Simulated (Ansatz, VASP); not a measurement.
**ScSi2O3: VASP beside Ansatz**

```
CELL_PARAMETERS angstrom
4.68216 0.00000 0.00000
-2.34108 4.05487 0.00000
0.00000 0.00000 7.80559
ATOMIC_POSITIONS crystal
Sc 0.00000 0.00000 0.00000
Sc 0.00000 0.00000 0.50000
Si 0.66667 0.33333 0.93512
Si 0.33333 0.66667 0.06488
Si 0.33333 0.66667 0.43512
Si 0.66667 0.33333 0.56488
O 0.17196 0.34391 0.75000
O 0.65609 0.82804 0.75000
O 0.17196 0.82804 0.75000
O 0.82804 0.65609 0.25000
O 0.34391 0.17196 0.25000
O 0.82804 0.17196 0.25000
```

Change from the starting cell: species swapped into the Ta2Cr3Si type (P6_3/mmc, No. 194).

Alike in both runs: task single point; functional PBE; k mesh 6 × 6 × 2; occupations gaussian, width 0.1 eV; collinear spin.

|  | VASP | Ansatz |
| --- | --- | --- |
| version | VASP 6.6.1 | Ansatz 0.2.0 |
| potentials or method | VASP PAW PBE potentials, release 64 (Sc_sv, Si, O), cutoff 520 eV | scalar-relativistic, plane waves, PAW |
| valence electrons in the cell | 74 | 74 |

|  | VASP | Ansatz | Ansatz less VASP |
| --- | --- | --- | --- |
| gap on the k mesh at the Fermi level (eV) | none | none | - |
| pressure (GPa) | -5.0 | -5.1 | -0.10 |
| traceless stress, the component that is largest in VASP (GPa) | -21.76 | -21.89 | -0.134 |
| rms of the force components (eV/Å) | 0.345 | 0.354 | +0.0094 |
| net moment per atom (μB) | 0.28 | 0.28 | 0.000 |
| size of the moment on the site where the two differ most (μB) | 0.52 | 0.57 | +0.055 |

Site moments also hang on the region over which each program counts them. Atom by atom the forces differ by 0.010 eV/Å (rms over components). A gap of «none» marks a metal or a gap that the smearing closes. The functional is the same, so the differences come from potentials, cutoffs and numerics.

The k mesh is coarse, so the values compare programs but aren't converged.
